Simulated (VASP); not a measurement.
Here is a VASP 6.6.1 calculation.

INCAR

```
SYSTEM = SiO2
PREC     = Accurate       ! precision mode
ENCUT    = 520            ! plane-wave cutoff, eV
EDIFF    = 1E-7           ! SCF threshold, eV
ISMEAR   = 0              ! smearing method
SIGMA    = 0.05           ! smearing width, eV
LREAL    = .False.        ! projectors in reciprocal space
LASPH    = .True.         ! aspherical terms in the spheres
NELM     = 100            ! most SCF steps
ALGO     = Normal         ! electronic algorithm
ISIF     = 2              ! what is computed and relaxed
LWAVE    = .False.        ! write WAVECAR
LCHARG   = .True.         ! write CHGCAR
GGA      = CA             ! functional
LELF     = .True.         ! ELF
LVHAR    = .True.       
NBANDS   = 25             ! bands
```

KPOINTS

```
regular mesh
0
Gamma
  6 6 10
  0 0 0
```

Contents of POSCAR:

```
SiO2
1.0
    4.1169743288      0.0000000000      0.0000000000
    0.0000000000      4.1169743288      0.0000000000
    0.0000000000      0.0000000000      2.3639666596
Si O
2 4
Direct
    0.5000000000      0.5000000000      0.5000000000
    0.0000000000      0.0000000000      0.0000000000
    0.6944252994      0.6944252994      0.0000000000
    0.1944252994      0.8055747006      0.5000000000
    0.3055747006      0.3055747006      0.0000000000
    0.8055747006      0.1944252994      0.5000000000
```

Potentials or basis: VASP PAW LDA potentials, release 64 (Si, O).

Launch:

```bash
$ cat potpaw_LDA.64/Si/POTCAR potpaw_LDA.64/O/POTCAR > POTCAR
$ mpirun -np 1 vasp_std > vasp.out
```

Task: What does it give for the band gap on the k mesh?

Result: 8.49 eV, direct.

Task: What does it give for the largest force?

Result: 1.178 eV/Å.

Task: Estimate the pressure.

Result: 73.2 GPa.

Forces on the atoms (eV/Å):
```
Si   0.000  0.000  0.000
Si   0.000  0.000  0.000
O    0.833  0.833  0.000
O    0.833 -0.833  0.000
O   -0.833 -0.833  0.000
O   -0.833  0.833  0.000
```

Caveat: forces of over 1 eV/Å act on the atoms, so gaps and moduli don't describe the material at rest. A k mesh can miss the band edges.
